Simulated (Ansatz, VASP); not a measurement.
# Two plane-wave programs on InAs3

```
CELL_PARAMETERS angstrom
3.75309 0.00000 0.00000
-1.87654 3.25027 0.00000
0.00000 0.00000 8.38810
ATOMIC_POSITIONS crystal
In 0.00000 0.00000 0.50000
As 0.00000 0.00000 0.72444
As 0.00000 0.00000 0.27556
As 0.00000 0.00000 0.00000
```

Alike in both runs: task relaxation of cell and atoms; functional PBE; k mesh 6 × 6 × 2; occupations gaussian, width 0.1 eV; no spin polarisation.

|  | VASP | Ansatz |
| --- | --- | --- |
| version | VASP 6.6.1 | Ansatz 0.2.0 |
| potentials or method | VASP PAW PBE potentials, release 64 (In_d, As), cutoff 600 eV | scalar-relativistic, plane waves, PAW |
| valence electrons in the cell | 28 | 58 |

|  | VASP | Ansatz | Ansatz less VASP |
| --- | --- | --- | --- |
| gap on the k mesh at the Fermi level, each at its own relaxed structure (eV) | none | none | - |
| relaxed volume (Å³/atom) | 21.72 | 21.69 | -0.031 |
| relaxed cell length with the largest relative difference (Å) | 2.996 | 2.994 | -0.0016 |

A gap of «none» marks a metal or a gap that the smearing closes. VASP's potentials hold 28 valence electrons a cell and Ansatz's 58, so a difference there can come from the potentials and not from the codes.

The k mesh is coarse, so the values compare programs but aren't converged. Noted on VASP's run: the volume moved by over 15 % at a fixed basis, so the end points are rough.
